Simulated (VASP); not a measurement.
# TiAl3 (vib) (Pm-3m) in VASP: notebook, part 2 of 2

VASP 6.6.1.

### Step 5. Relaxation of cell and atoms, LDA

This run uses another cell than the first one, of 14.96 Å³/atom, 0.967 times its volume.

Input file INCAR:

```
PREC     = Accurate       # precision mode
ENCUT    = 600            # plane-wave cutoff, eV
EDIFF    = 1E-6           # SCF threshold, eV
ISMEAR   = -1             # smearing method
SIGMA    = 0.15           # smearing width, eV
LREAL    = False          # projectors in reciprocal space
LASPH    = True           # aspherical terms in the spheres
NELM     = 60             # most SCF steps
ALGO     = Normal         # electronic algorithm
ISIF     = 3              # what is computed and relaxed
LWAVE    = False          # write WAVECAR
LCHARG   = False          # write CHGCAR
IBRION   = 2              # ionic algorithm
NSW      = 80             # ionic steps
EDIFFG   = -0.001         # ionic threshold
```

Input file KPOINTS:

```
Automatic mesh
0
Gamma
  8 8 8
```

Input file POSCAR:

```
TiAl3
1.0
    3.9111292203      0.0000000000      0.0000000000
    0.0000000000      3.9111292203      0.0000000000
    0.0000000000      0.0000000000      3.9111292203
Ti Al
1 3
Direct
    0.0000000000      0.0000000000      0.0000000000
    0.5000000000      0.5000000000      0.0000000000
    0.5000000000      0.0000000000      0.5000000000
    0.0000000000      0.5000000000      0.5000000000
```

On the command line:

```console
> cat potpaw_LDA.64/Ti_sv/POTCAR potpaw_LDA.64/Al/POTCAR > POTCAR
> mpirun -np 1 vasp_std > vasp.out
```

Wall time 22 s (1 thread of Intel Xeon 6975P-C (Granite Rapids), shared host); peak memory 0.17 GiB.

Results (log left out):

| Item | Value |
| --- | --- |
| Free energy | -22.7809 eV |
| Relaxed volume | 15.00 Å³/atom |
| Relaxed cell | a = 3.915 Å, b = 3.915 Å, c = 3.915 Å, α = 90.00°, β = 90.00°, γ = 90.00° |
| Space group after relaxing (to 0.05 Å) | Pm-3m (No. 221) |
| Energy gained by relaxing | 0.1 meV/atom |
| Ionic steps | 4 |
| Pressure after relaxing | 0.0 GPa |

The path:
```tsv
step	energy change (eV)	largest force (eV/Å)	pressure (GPa)	volume (Å³)
1	0.0000	0.0000	0.32	59.83
2	-0.0002	0.0000	-0.14	60.09
3	-0.0002	0.0000	-0.02	60.02
4	-0.0002	0.0000	-0.01	60.01
```

Final structure:
```cif
data_structure
_symmetry_space_group_name_H-M 'P 1'
_symmetry_Int_Tables_number 1
_cell_length_a 3.9150
_cell_length_b 3.9150
_cell_length_c 3.9150
_cell_angle_alpha 90.000
_cell_angle_beta 90.000
_cell_angle_gamma 90.000
_cell_volume 60.01
loop_
_atom_site_label
_atom_site_type_symbol
_atom_site_fract_x
_atom_site_fract_y
_atom_site_fract_z
_atom_site_occupancy
Ti1 Ti 0.00000 0.00000 0.00000 1
Al1 Al 0.50000 0.50000 0.00000 1
Al2 Al 0.50000 0.00000 0.50000 1
Al3 Al 0.00000 0.50000 0.50000 1
```

Levels at points of the mesh, in eV from the Fermi level:
| k point | band 7 | band 8 | band 9 | band 10 | band 11 | band 12 | band 13 | band 14 |
| --- | --- | --- | --- | --- | --- | --- | --- | --- |
| (0.00, 0.00, 0.00) | -3.14 | -2.13 | -2.13 | -2.13 | 0.18 | 0.18 | 0.18 | 0.78 |
| (0.50, 0.00, 0.00) | -2.29 | -2.29 | -2.24 | 0.43 | 0.83 | 0.83 | 0.98 | 1.09 |
| (0.50, 0.50, 0.00) | -6.14 | -5.06 | -1.27 | -1.27 | 0.68 | 0.92 | 1.15 | 1.18 |
| (0.50, 0.50, 0.50) | -5.20 | -5.03 | -3.47 | -3.47 | -3.47 | 0.31 | 1.24 | 1.24 |

### Step 6. Relaxation of cell and atoms, LDA

Input file INCAR:

```
SYSTEM = TiAl3
  PREC = Accurate
  ENCUT = 600
  EDIFF = 1E-6
  ISMEAR = 0
  SIGMA = 0.1
  LREAL = .FALSE.
  LASPH = .TRUE.
  NELM = 80
  ALGO = Normal
  ISIF = 3
  LWAVE = .FALSE.
  LCHARG = .FALSE.
  IBRION = 2
  NSW = 100
  EDIFFG = -0.002
```

Input file KPOINTS:

```
Automatic mesh
0
G
  8 8 8
  0 0 0
```

Input file POSCAR:

```
TiAl3
1.0
    3.9556712500      0.0000000000      0.0000000000
    0.0000000000      3.9556712500      0.0000000000
    0.0000000000      0.0000000000      3.9556712500
Ti Al
1 3
Direct
    0.0000000000      0.0000000000      0.0000000000
    0.5000000000      0.5000000000      0.0000000000
    0.5000000000      0.0000000000      0.5000000000
    0.0000000000      0.5000000000      0.5000000000
```

Potentials or basis: VASP PAW LDA potentials, release 64 (Ti_sv, Al).

On the command line:

```console
> cat potpaw_LDA.64/Ti_sv/POTCAR potpaw_LDA.64/Al/POTCAR > POTCAR
> mpirun -np 1 vasp_std > vasp.out
```

OUTCAR:

```text
SYSTEM = TiAl3
   PREC = Accurate
   ENCUT = 600
   EDIFF = 1E-6
   ISMEAR = 0
   LREAL = .FALSE.
   LASPH = .TRUE.
   NELM = 80
   ISIF = 3
   IBRION = 2
   NSW = 100
   EDIFFG = -0.002

 ion  position               nearest neighbor table
   1  0.000  0.000  0.000-   2 2.80   3 2.80   4 2.80   3 2.80   4 2.80   2 2.80   4 2.80   4 2.80
                             2 2.80   3 2.80   3 2.80   2 2.80
   2  0.500  0.500  0.000-   1 2.80   3 2.80   4 2.80   3 2.80   4 2.80   1 2.80   3 2.80   3 2.80
                             1 2.80   4 2.80   4 2.80   1 2.80
   3  0.500  0.000  0.500-   1 2.80   2 2.80   4 2.80   1 2.80   2 2.80   2 2.80   4 2.80   2 2.80
                             1 2.80   4 2.80   1 2.80   4 2.80
   4  0.000  0.500  0.500-   1 2.80   2 2.80   3 2.80   1 2.80   2 2.80   1 2.80   3 2.80   1 2.80
                             2 2.80   3 2.80   2 2.80   3 2.80

  LATTYP: Found a simple cubic cell.
 ALAT       =     3.9556712500

  Lattice vectors:

 A1 = (   3.9556712500,   0.0000000000,   0.0000000000)
 A2 = (   0.0000000000,   3.9556712500,   0.0000000000)
 A3 = (   0.0000000000,   0.0000000000,   3.9556712500)

Analysis of symmetry for initial positions (statically):
=====================================================================
 Subroutine PRICEL returns:
 Original cell was already a primitive cell.

 Routine SETGRP: Setting up the symmetry group for a
 simple cubic supercell.

 Subroutine GETGRP returns: Found 48 space group operations
 (whereof 48 operations were pure point group operations)
 out of a pool of 48 trial point group operations.

The static configuration has the point symmetry O_h .

Analysis of symmetry for dynamics (positions and initial velocities):
=====================================================================
 Subroutine PRICEL returns:
 Original cell was already a primitive cell.

 Routine SETGRP: Setting up the symmetry group for a
 simple cubic supercell.

 Subroutine GETGRP returns: Found 48 space group operations
 (whereof 48 operations were pure point group operations)
 out of a pool of 48 trial point group operations.

The dynamic configuration has the point symmetry O_h .

 Subroutine INISYM returns: Found 48 space group operations
 (whereof 48 operations are pure point group operations),
 and found     1 'primitive' translations

----------------------------------------------------------------------------------------

                                     Primitive cell

  volume of cell :      61.8957

  direct lattice vectors                    reciprocal lattice vectors
     3.955671250  0.000000000  0.000000000     0.252801595  0.000000000  0.000000000
     0.000000000  3.955671250  0.000000000     0.000000000  0.252801595  0.000000000
     0.000000000  0.000000000  3.955671250     0.000000000  0.000000000  0.252801595

  length of vectors
     3.955671250  3.955671250  3.955671250     0.252801595  0.252801595  0.252801595

  position of ions in fractional coordinates (direct lattice)
     0.000000000  0.000000000  0.000000000
     0.500000000  0.500000000  0.000000000
     0.500000000  0.000000000  0.500000000
     0.000000000  0.500000000  0.500000000

  ion indices of the primitive-cell ions
   primitive index   ion index
                 1           1
                 2           2
                 3           3
                 4           4
[... 61 lines left out ...]
   NGXF,Y,Z  is equivalent  to a cutoff of  26.90, 26.90, 26.90 a.u.
 SYSTEM =  TiAl3
   PREC   = accura    normal or accurate (medium, high low for compatibility)
   ISTART =      0    job   : 0-new  1-cont  2-samecut
   ICHARG =      2    charge: 1-file 2-atom 10-const
   ISPIN  =      1    spin polarized calculation?
   LNONCOLLINEAR =      F non collinear calculations
   LSORBIT =      F    spin-orbit coupling
   LASPH  =      T    aspherical Exc in radial PAW
   ENCUT  =  600.0 eV  44.10 Ry    6.64 a.u.   7.90  7.90  7.90*2*pi/ulx,y,z
   NELM   =     80;   NELMIN=  2; NELMDL= -5     # of ELM steps
   EDIFF  = 0.1E-05   stopping-criterion for ELM
   LREAL  =      F    real-space projection
   EDIFFG = -.2E-02   stopping-criterion for IOM
   NSW    =    100    number of steps for IOM
   IBRION =      2    ionic relax: 0-MD 1-quasi-New 2-CG
   NFREE  =      1    steps in history (QN), initial steepest desc. (CG)
   ISIF   =      3    stress and relaxation
   ISYM   =      2    0-nonsym 1-usesym 2-fastsym
   POTIM  = 0.5000    time-step for ionic-motion
   TEBEG  =    0.0;   TEEND  =   0.0 temperature during run
   PSTRESS=    0.0 pullay stress
   NELECT =      21.0000    total number of electrons
   NUPDOWN=      -1.0000    fix difference up-down
   EMIN   =  10.00;   EMAX   =-10.00  energy-range for DOS
   EFERMI =   0.00;   METHOD = LEGACY
   ISMEAR =     0;   SIGMA  =   0.10  broadening in eV -4-tet -1-fermi 0-gaus
   EFERMI_NEDOS =   21; number of points for ismear=-14 and -15
   IALGO  =     38    algorithm
   IMIX   =      4    mixing-type and parameters
     AMIX     =   0.40;   BMIX     =  1.00
     AMIX_MAG =   1.60;   BMIX_MAG =  1.00
  volume/ion in A,a.u.               =      15.47       104.42
  Fermi-wavevector in a.u.,A,eV,Ry     =   1.141811  2.157711 17.738371  1.303733
  Thomas-Fermi vector in A             =   2.278511
   LORBIT       =      0    0 simple, 1 ext, 2 COOP (PROOUT), +10 PAW based schemes
   GGA     = CA    functional components
   LHFCALC =     F    Hartree Fock is set to
   AEXX    =    0.0000 exact exchange contribution
   IVDW    =     0    specifies the selected vdW correction
   LEPSILON=     F    determine dielectric tensor
   LRPA    =     F    only Hartree local field effects (RPA)
 conjugate gradient relaxation of ions
 non-spin polarized calculation
 Gauss-broadening in eV      SIGMA  =   0.10
  energy-cutoff  :      600.00
  volume of cell :       61.90
 maximum number of plane-waves:      2103
 NGX is ok and might be reduce to    32
   NGX = 15   NGY = 15   NGZ = 15

--------------------------------------- Ionic step        1  -------------------------------------------

 number of electron      20.9999993 magnetization

 Free energy of the ion-electron system (eV)
  ---------------------------------------------------
  ext. energy  EPLUGINS =         0.00000000
  ---------------------------------------------------
  free energy    TOTEN  =       -22.68419715 eV

  energy without entropy =      -22.67032369  energy(sigma->0) =      -22.67726042

------------------------ aborting loop because EDIFF is reached ----------------------------------------

  FORCE on cell =-STRESS in cart. coord.  units (eV):
  Direction    XX          YY          ZZ          XY          YZ          ZX
  --------------------------------------------------------------------------------------
  -------------------------------------------------------------------------------------
  Total       -1.3927626     -1.3927626     -1.3927626      0.0000000      0.0000000     -0.0000000
  in kB      -36.0518122    -36.0518122    -36.0518122      0.0000000      0.0000000     -0.0000000
  external PRESSURE =     -36.0518122 kB  Pullay stress =       0.0000000 kB
[... 63 lines left out ...]
--------------------------------------- Ionic step        3  -------------------------------------------

 number of electron      21.0000001 magnetization

 Free energy of the ion-electron system (eV)
  ---------------------------------------------------
  ext. energy  EPLUGINS =         0.00000000
  ---------------------------------------------------
  free energy    TOTEN  =       -22.70678282 eV

  energy without entropy =      -22.69296205  energy(sigma->0) =      -22.69987244

 E-fermi :   9.2260     XC(G=0): -11.1569

 val. band max:        9.1994137919   @ k =   0.2500   0.1250   0.1250
 cond. band min:       9.2300876634   @ k =   0.3750   0.3750   0.1250
 fundamental gap:      0.0306738715
 Fermi energy:         9.2259645150

 k-point     1 :       0.0000    0.0000    0.0000
  band No.  band energies     occupation
      1     -46.9488      2.00000
      2     -23.6486      2.00000
      3     -23.6486      2.00000
      4     -23.6486      2.00000
      5      -1.7238      2.00000
      6       6.0635      2.00000
      7       6.0635      2.00000
      8       7.0844      2.00000
      9       7.0844      2.00000
     10       7.0844      2.00000
     11       9.3791      0.03037
     12       9.3791      0.03036
     13       9.3791      0.03036
     14       9.9956      0.00000
[... 377 lines left out ...]
      1     -46.9467      2.00000
      2     -23.6701      2.00000
      3     -23.6663      2.00000
      4     -23.6486      2.00000
      5       1.5171      2.00000
      6       2.5992      2.00000
      7       3.8444      2.00000
      8       5.0328      2.00000
      9       7.2181      2.00000
     10       7.6401      2.00000
     11       8.9202      1.99998
     12      10.0512      0.00000
     13      10.3387      0.00000
     14      11.5190      0.00000

 [... further k-points ...]
[... 5 lines left out ...]
  --------------------------------------------------------------------------------------
  -------------------------------------------------------------------------------------
  Total       -0.0060373     -0.0060373     -0.0060373     -0.0000000     -0.0000000      0.0000000
  in kB       -0.1614068     -0.1614068     -0.1614068     -0.0000000     -0.0000000      0.0000000
  external PRESSURE =      -0.1614068 kB  Pullay stress =       0.0000000 kB
[... 19 lines left out ...]
  FREE ENERGIE OF THE ION-ELECTRON SYSTEM (eV)
  ---------------------------------------------------
  free  energy   TOTEN  =       -22.7067828214 eV

  energy  without entropy=      -22.6929620533  energy(sigma->0) =      -22.69987244

 reached required accuracy - stopping structural energy minimisation
```

Run time: 23 s. Hardware: 1 thread of Intel Xeon 6975P-C (Granite Rapids), shared host; peak memory 0.18 GiB.

What came out:

| Property | Result |
| --- | --- |
| Free energy | -22.7068 eV |
| Relaxed volume | 14.98 Å³/atom |
| Relaxed cell | a = 3.913 Å, b = 3.913 Å, c = 3.913 Å, α = 90.00°, β = 90.00°, γ = 90.00° |
| Space group after relaxing (to 0.05 Å) | Pm-3m (No. 221) |
| Energy gained by relaxing | 5.6 meV/atom |
| Ionic steps | 3 |
| Pressure after relaxing | 0.0 GPa |

The path:
```
step  energy change (eV)  largest force (eV/Å)  pressure (GPa)  volume (Å³)
   1              0.0000                0.0000           -3.61        61.90
   2             -0.0151                0.0000            2.23        58.83
   3             -0.0226                0.0000           -0.02        59.93
```

Final structure:
```
Ti Al
1.0
     3.91330    0.00000    0.00000
     0.00000    3.91330    0.00000
     0.00000    0.00000    3.91330
Ti Al
1 3
Cartesian
  0.0000 0.0000 0.0000
  1.9567 1.9567 0.0000
  1.9567 0.0000 1.9567
  0.0000 1.9567 1.9567
```

Levels at points of the mesh, in eV from the Fermi level:
```
           k point  band 6  band 7  band 8  band 9  band 10  band 11  band 12  band 13  band 14
(0.00, 0.00, 0.00)   -3.16   -3.16   -2.14   -2.14    -2.14     0.15     0.15     0.15     0.77
(0.50, 0.00, 0.00)   -8.07   -2.30   -2.30   -2.26     0.41     0.82     0.82     0.96     1.08
(0.50, 0.50, 0.00)   -6.16   -6.16   -5.08   -1.29    -1.29     0.66     0.89     1.14     1.15
(0.50, 0.50, 0.50)   -5.22   -5.22   -5.04   -3.48    -3.48    -3.48     0.29     1.21     1.21
```

### Step 7. The runs side by side

| task | cell | k mesh | cutoff (eV) | smearing | gap on the mesh (eV) | pressure (GPa) | relaxed volume (Å³/atom) |
| --- | --- | --- | --- | --- | --- | --- | --- |
| single point | a = 3.956 Å, 4 atoms | 4 × 4 × 4 | 520 | gaussian 0.1 eV | none | -3.5 | - |
| single point | a = 3.911 Å, 4 atoms | 8 × 8 × 8 | 520 | gaussian 0.1 eV | none | 0.2 | - |
| single point | a = 3.913 Å, 4 atoms | 8 × 8 × 8 | 520 | fermi-dirac 0.15 eV | none | 0.2 | - |
| relaxation of cell and atoms | relaxed from a = 3.911 Å, 4 atoms | 8 × 8 × 8 | 600 | fermi-dirac 0.15 eV | none | 0.0 | 15.00 |
| relaxation of cell and atoms | relaxed from a = 3.956 Å, 4 atoms | 8 × 8 × 8 | 600 | gaussian 0.1 eV | none | 0.0 | 14.98 |

Alike in all rows: level LDA; potentials or basis VASP PAW LDA potentials, release 64 (Ti_sv, Al); no spin polarisation.

Caveats: some runs use coarse meshes.

Absolute energies hang on the potentials; compare differences alone.
